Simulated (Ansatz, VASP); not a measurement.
# As in VASP and in Ansatz

File POSCAR:

```
As
1.0
    2.9794804000     -0.1006165900      0.3237709600
   -0.1006165900      2.5830128800      0.2618843200
    0.3237709600      0.2618843200      2.5485519600
As
1
Direct
    0.5000000000      0.5000000000      0.5000000000
```

INCAR.step1

```
SYSTEM = As
  PREC = Accurate
  ENCUT = 400
  EDIFF = 1E-5
  ISMEAR = -1
  SIGMA = 0.05
  LREAL = .False.
  LASPH = .True.
  NELM = 120
  ALGO = Normal
  ISIF = 2
  LWAVE = .True.
  LCHARG = .False.
  NBANDS = 8
  GGA = PE
  GGA_COMPAT = .False.
```

INCAR.step2

```
SYSTEM = As
  PREC = Accurate
  ENCUT = 400
  EDIFF = 1E-6
  ISMEAR = -1
  SIGMA = 0.05
  LREAL = .False.
  LASPH = .True.
  NELM = 120
  ALGO = Normal
  ISIF = 2
  LWAVE = .False.
  LCHARG = .False.
  GGA = PE
  LHFCALC = .True.
  AEXX = 0.25
  PRECFOCK = Normal
  NBANDS = 8
  ISTART = 1
  GGA_COMPAT = .False.
```

The input KPOINTS:

```
Automatic mesh
0
Gamma
  5 5 6
  0 0 0
```

The input input:

```
crystal:
  lattice:
    - [2.9794804, -0.10061659, 0.32377096]
    - [-0.10061659, 2.58301288, 0.26188432]
    - [0.32377096, 0.26188432, 2.54855196]
  atoms:
    - { symbol: As, position: [0.5, 0.5, 0.5] }
hamiltonian:
  xc: pbe0
  pseudopotentials: { kind: paw }
kpoints:
  mp_grid: { grid: [5, 5, 6] }
scf:
  occupations: { method: fermi_dirac, width: 0.05 }
output:
  forces: true
  stress: true
  eigenvalues: true
```

Change from the starting cell: cell sheared at random, sigma 0.1, atoms nudged by 0.01 Å.

Alike in both runs: task single point; functional PBE0; k mesh 5 × 5 × 6; occupations fermi-dirac, width 0.05 eV; no spin polarisation.

```csv
,VASP,Ansatz
version,VASP 6.6.1,Ansatz 0.2.0
potentials or method,"VASP PAW PBE potentials, release 64 (As)",Ansatz PAW
plane-wave cutoff (eV),400,420
valence electrons in the cell,5,15
```

Ansatz gave:

| Item | Value |
| --- | --- |
| gap on the k mesh at the Fermi level (eV) | none |
| pressure (GPa) | 3.3 |
| traceless stress, the component that is largest in VASP (GPa) | -10.33 |

Question: Which values does VASP return?

Answer: gap on the k mesh at the Fermi level (eV): none; pressure (GPa): 2.8; traceless stress, the component that is largest in VASP (GPa): -10.16.

A gap of «none» marks a metal or a gap that the smearing closes. The functional is the same, so the differences come from potentials, cutoffs and numerics. VASP's potentials hold 5 valence electrons a cell and Ansatz's 15, so a difference there can come from the potentials and not from the codes.

The k mesh is coarse, so the values compare programs but aren't converged.
